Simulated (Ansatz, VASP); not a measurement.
**Two plane-wave programs on Rh**

Contents of INCAR:

```
SYSTEM = Rh
PREC = Accurate ; ENCUT = 520
EDIFF = 1E-7 ; ISMEAR = 0
SIGMA = 0.15 ; LREAL = .False.
LASPH = .True. ; NELM = 100
ALGO = Fast ; ISIF = 2
LWAVE = .False. ; LCHARG = .True.
GGA = PS ; LELF = .True.
LVHAR = .True. ; NBANDS = 22
```

File KPOINTS:

```
Automatic mesh
0
Gamma
  18 18 12
  0 0 0
```

File POSCAR:

```
Rh
1.0
    2.7309790422      0.0000000000      0.0000000000
   -1.3654895211      2.3650972278      0.0000000000
    0.0000000000      0.0000000000      4.4284890000
Rh
2
Direct
    0.7483483679      0.3931284887      0.7500000000
    0.3333333333      0.6666666667      0.2500000000
```

Input for Ansatz:

```yaml
crystal:
  lattice:
    - [2.7309790422, 0.0, 0.0]
    - [-1.3654895211, 2.3650972278, 0.0]
    - [0.0, 0.0, 4.428489]
  atoms:
    - { symbol: Rh, position: [0.7483483679, 0.3931284887, 0.75] }
    - { symbol: Rh, position: [0.3333333333, 0.6666666667, 0.25] }
basis:
  ecutwfc: 420
kpoints:
  mp_grid: { grid: [18, 18, 12] }
hamiltonian:
  xc: pbesol
scf:
  occupations: { method: gaussian, width: 0.15 }
output:
  forces: true
  stress: true
  eigenvalues: true
```

Alike in both runs: task single point; functional PBEsol; k mesh 18 × 18 × 12; occupations gaussian, width 0.15 eV; no spin polarisation.

|  | VASP | Ansatz |
| --- | --- | --- |
| version | VASP 6.6.1 | Ansatz 0.2.0 |
| potentials or method | VASP PAW PBE potentials, release 64 (Rh_pv), cutoff 520 eV | scalar-relativistic, plane waves, PAW |
| valence electrons in the cell | 30 | 34 |

|  | VASP | Ansatz | Ansatz less VASP |
| --- | --- | --- | --- |
| gap on the k mesh at the Fermi level (eV) | none | none | - |
| pressure (GPa) | -12.4 | -12.4 | -0.01 |
| traceless stress, the component that is largest in VASP (GPa) | 1.55 | 1.55 | -0.003 |
| rms of the force components (eV/Å) | 0.425 | 0.425 | +0.0003 |

VASP's potentials were made for PBE, not for PBEsol. Atom by atom the forces differ by 0.000 eV/Å (rms over components). A gap of «none» marks a metal or a gap that the smearing closes. VASP's potentials hold 30 valence electrons a cell and Ansatz's 34, so a difference there can come from the potentials and not from the codes.
